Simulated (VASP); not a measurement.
# CdTe (F-43m) in VASP: notebook, part 2 of 2

VASP 6.6.1. The steps go on from the part before.

**3. Single point, PBE, non-collinear spin, zero start, spin-orbit coupling (38.78 Å³/atom)**

This run uses another cell than the first one, of 38.78 Å³/atom.

Input file INCAR:

```
  PREC = Accurate
  ENCUT = 520
  EDIFF = 1E-6
  ISMEAR = 0
  SIGMA = 0.05
  LREAL = F
  LASPH = T
  NELM = 150
  ALGO = Normal
  ISIF = 2
  LWAVE = F
  LCHARG = F
  MAGMOM = 0 0 0 0 0 0
  LORBIT = 11
  LSORBIT = T
  GGA_COMPAT = F
  LORBMOM = T
  GGA = PE
  NBANDS = 30
```

Input file KPOINTS:

```
regular mesh
0
Gamma
  10 10 10
```

Input file POSCAR:

```
CdTe
1.0
    0.0000000000      3.3849605536      3.3849605536
    3.3849605536      0.0000000000      3.3849605536
    3.3849605536      3.3849605536      0.0000000000
Cd Te
1 1
Direct
    0.0000000000      0.0000000000      0.0000000000
    0.2500000000      0.2500000000      0.2500000000
```

Potentials or basis: VASP PAW PBE potentials, release 64 (Cd, Te).

Launch:

```console
$ cat potpaw_PBE.64/Cd/POTCAR potpaw_PBE.64/Te/POTCAR > POTCAR
$ mpirun -np 1 vasp_ncl > vasp.out
```

OUTCAR:

```text
PREC = Accurate
   ENCUT = 520
   EDIFF = 1E-6
   ISMEAR = 0
   LREAL = F
   LASPH = T
   NELM = 150
   ISIF = 2
   LORBIT = 11
   LSORBIT = T
   GGA = PE

 ion  position               nearest neighbor table
   1  0.000  0.000  0.000-   2 2.93   2 2.93   2 2.93   2 2.93
   2  0.250  0.250  0.250-   1 2.93   1 2.93   1 2.93   1 2.93

  LATTYP: Found a face centered cubic cell.
 ALAT       =     6.7699211072

  Lattice vectors:

 A1 = (   0.0000000000,   3.3849605536,   3.3849605536)
 A2 = (   3.3849605536,   0.0000000000,   3.3849605536)
 A3 = (   3.3849605536,   3.3849605536,   0.0000000000)

Analysis of symmetry for initial positions (statically):
=====================================================================
 Subroutine PRICEL returns:
 Original cell was already a primitive cell.

 Routine SETGRP: Setting up the symmetry group for a
 face centered cubic supercell.

 Subroutine GETGRP returns: Found 24 space group operations
 (whereof 24 operations were pure point group operations)
 out of a pool of 48 trial point group operations.

The static configuration has the point symmetry T_d .

Analysis of symmetry for dynamics (positions and initial velocities):
=====================================================================
 Subroutine PRICEL returns:
 Original cell was already a primitive cell.

 Routine SETGRP: Setting up the symmetry group for a
 face centered cubic supercell.

 Subroutine GETGRP returns: Found 24 space group operations
 (whereof 24 operations were pure point group operations)
 out of a pool of 48 trial point group operations.

The dynamic configuration has the point symmetry T_d .

Analysis of structural, dynamic, and magnetic symmetry:
=====================================================================
 Subroutine PRICEL returns:
 Original cell was already a primitive cell.

 Routine SETGRP: Setting up the symmetry group for a
 face centered cubic supercell.

[... 998 lines left out ...]

 orbital moment (y)

 # of ion     p       d       tot
 ----------------------------------------
  1         0.000   0.000   0.000
  2         0.000   0.000   0.000
 ----------------------------------------
            0.000   0.000   0.000

 orbital moment (z)

 # of ion     p       d       tot
 ----------------------------------------
  1        -0.000   0.000  -0.000
  2         0.000   0.000   0.000
 ----------------------------------------
           -0.000   0.000  -0.000

 Spin-Orbit-Coupling matrix elements

 Ion:    1  E_soc:     -0.0576444
 l=   1
     0.0000000    -0.0027154    -0.0027154
    -0.0027154     0.0000000    -0.0027154
    -0.0027154    -0.0027154     0.0000000
 l=   2
     0.0000000    -0.0013705     0.0000000    -0.0013705    -0.0055215
    -0.0013705     0.0000000    -0.0041411    -0.0013705    -0.0013804
     0.0000000    -0.0041411     0.0000000    -0.0041411     0.0000000
    -0.0013705    -0.0013705    -0.0041411     0.0000000    -0.0013804
    -0.0055215    -0.0013804     0.0000000    -0.0013804     0.0000000
 l=   3
     0.0000000     0.0000000     0.0000000     0.0000000     0.0000000     0.0000000     0.0000000
     0.0000000     0.0000000     0.0000000     0.0000000     0.0000000     0.0000000     0.0000000
     0.0000000     0.0000000     0.0000000     0.0000000     0.0000000     0.0000000     0.0000000
     0.0000000     0.0000000     0.0000000     0.0000000     0.0000000     0.0000000     0.0000000
     0.0000000     0.0000000     0.0000000     0.0000000     0.0000000     0.0000000     0.0000000
     0.0000000     0.0000000     0.0000000     0.0000000     0.0000000     0.0000000     0.0000000
     0.0000000     0.0000000     0.0000000     0.0000000     0.0000000     0.0000000     0.0000000

 Ion:    2  E_soc:     -0.2039277
 l=   1
     0.0000000    -0.0339328    -0.0339328
    -0.0339328     0.0000000    -0.0339328
    -0.0339328    -0.0339328     0.0000000
 l=   2
     0.0000000    -0.0000245     0.0000000    -0.0000245    -0.0000307
    -0.0000245     0.0000000    -0.0000230    -0.0000245    -0.0000077
     0.0000000    -0.0000230     0.0000000    -0.0000230     0.0000000
    -0.0000245    -0.0000245    -0.0000230     0.0000000    -0.0000077
    -0.0000307    -0.0000077     0.0000000    -0.0000077     0.0000000
 l=   3
     0.0000000     0.0000000     0.0000000     0.0000000     0.0000000     0.0000000     0.0000000
     0.0000000     0.0000000     0.0000000     0.0000000     0.0000000     0.0000000     0.0000000
     0.0000000     0.0000000     0.0000000     0.0000000     0.0000000     0.0000000     0.0000000
     0.0000000     0.0000000     0.0000000     0.0000000     0.0000000     0.0000000     0.0000000
     0.0000000     0.0000000     0.0000000     0.0000000     0.0000000     0.0000000     0.0000000
     0.0000000     0.0000000     0.0000000     0.0000000     0.0000000     0.0000000     0.0000000
     0.0000000     0.0000000     0.0000000     0.0000000     0.0000000     0.0000000     0.0000000

 total charge

# of ion       s       p       d       tot
------------------------------------------
    1        0.457   0.250   9.535  10.243
    2        1.358   2.001   0.014   3.374
--------------------------------------------------
tot          1.815   2.252   9.549  13.616

 magnetization (x)

# of ion       s       p       d       tot
------------------------------------------
    1       -0.000  -0.000  -0.000  -0.000
    2        0.000   0.000   0.000   0.000
--------------------------------------------------
tot         -0.000  -0.000  -0.000  -0.000

 magnetization (y)

# of ion       s       p       d       tot
------------------------------------------
    1        0.000   0.000  -0.000  -0.000
    2        0.000   0.000   0.000   0.000
--------------------------------------------------
tot          0.000   0.000  -0.000  -0.000

 magnetization (z)

# of ion       s       p       d       tot
------------------------------------------
    1       -0.000  -0.000  -0.000  -0.000
    2       -0.000   0.000   0.000  -0.000
--------------------------------------------------
tot         -0.000  -0.000  -0.000  -0.000
```

OSZICAR:

```text
N       E                     dE             d eps       ncg     rms          rms(c)
DAV:   1     0.107956782343E+03    0.10796E+03   -0.78775E+03  4396   0.103E+03
DAV:   2     0.193034365072E+00   -0.10776E+03   -0.10336E+03  4884   0.254E+02
DAV:   3    -0.508728884398E+01   -0.52803E+01   -0.52485E+01  5162   0.564E+01
DAV:   4    -0.515671424259E+01   -0.69425E-01   -0.69408E-01  5414   0.574E+00
DAV:   5    -0.515759207735E+01   -0.87783E-03   -0.87782E-03  5156   0.646E-01    0.499E+00
DAV:   6    -0.492212704172E+01    0.23547E+00   -0.37302E-01  4634   0.717E+00    0.401E+00
DAV:   7    -0.490920424535E+01    0.12923E-01   -0.11568E-01  4872   0.213E+00    0.204E+00
DAV:   8    -0.491004279951E+01   -0.83855E-03   -0.69575E-03  4904   0.806E-01    0.929E-01
DAV:   9    -0.491033507871E+01   -0.29228E-03   -0.55984E-04  4940   0.234E-01    0.274E-01
DAV:  10    -0.491058312272E+01   -0.24804E-03   -0.39082E-04  4824   0.164E-01    0.525E-02
DAV:  11    -0.491061944148E+01   -0.36319E-04   -0.31824E-05  5098   0.552E-02    0.200E-02
DAV:  12    -0.491064302026E+01   -0.23579E-04   -0.33516E-05  4740   0.325E-02    0.178E-02
DAV:  13    -0.491064327919E+01   -0.25893E-06   -0.68190E-07  4748   0.541E-03
   1 F= -.49106433E+01 E0= -.49106353E+01  d E =-.159487E-04  mag=    -0.0000    -0.0000    -0.0000
```

Run time: 8.7 min. Hardware: 1 thread of Intel Xeon 8259CL, shared host; peak memory 0.54 GiB.

Results:

```
Free energy                                           : -4.9106 eV
Pressure                                              : -1.9 GPa
Net moment                                            : 0.00 μB per cell
Valence electrons inside the program's atomic spheres : Cd 10.24; Te 3.37
```

Moments on the atoms (μB; x, y, z):
```
Cd  0.00 0.00 0.00
Te  0.00 0.00 0.00
```
